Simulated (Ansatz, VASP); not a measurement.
One calculation of CdSe, two programs

INCAR

```
  PREC = Accurate
  ENCUT = 600
  EDIFF = 1E-6
  ISMEAR = -1
  SIGMA = 0.05
  LREAL = False
  LASPH = True
  NELM = 100
  ALGO = Normal
  ISIF = 3
  LWAVE = False
  LCHARG = False
  GGA = RP
  IVDW = 12
  IBRION = 2
  NSW = 80
  EDIFFG = -0.02
```

The input KPOINTS:

```
regular mesh
0
Gamma
  8 8 8
```

Contents of POSCAR:

```
CdSe
1.0
    0.0000000000      3.0702711986      3.0702711986
    3.0702711986      0.0000000000      3.0702711986
    3.0702711986      3.0702711986      0.0000000000
Cd Se
1 1
Direct
    0.0000000000      0.0000000000      0.0000000000
    0.2500000000      0.2500000000      0.2500000000
```

input.yaml

```yaml
crystal:
  lattice:
    - [0.0, 3.0702711986, 3.0702711986]
    - [3.0702711986, 0.0, 3.0702711986]
    - [3.0702711986, 3.0702711986, 0.0]
  atoms:
    - { symbol: Cd, position: [0.0, 0.0, 0.0] }
    - { symbol: Se, position: [0.25, 0.25, 0.25] }
kpoints:
  mp_grid: { grid: [8, 8, 8] }
scf:
  occupations: { method: fermi_dirac, width: 0.05 }
hamiltonian:
  xc: rpbe
  dispersion: d3bj
  pseudopotentials: { kind: all_electron, lapw: { basis_error: 0.001 } }
output:
  forces: true
  stress: true
relax:
  f_tol: 0.02
  max_steps: 60
  cell: {}
```

Alike in both runs: task relaxation of cell and atoms; functional RPBE; dispersion D3(BJ); k mesh 8 × 8 × 8; occupations fermi-dirac, width 0.05 eV; no spin polarisation.

|  | VASP | Ansatz |
| --- | --- | --- |
| version | VASP 6.6.1 | Ansatz 0.2.0 |
| potentials or method | VASP PAW PBE potentials, release 64 (Cd, Se), cutoff 600 eV | all-electron LAPW, scalar-relativistic |

|  | VASP | Ansatz | Ansatz less VASP |
| --- | --- | --- | --- |
| relaxed volume (Å³/atom) | 26.40 | 26.26 | -0.133 |
| relaxed cell length with the largest relative difference (Å) | 4.211 | 4.204 | -0.0071 |

VASP's potentials were made for PBE, not for RPBE. Ansatz ran all-electron here, and VASP with PAW potentials.
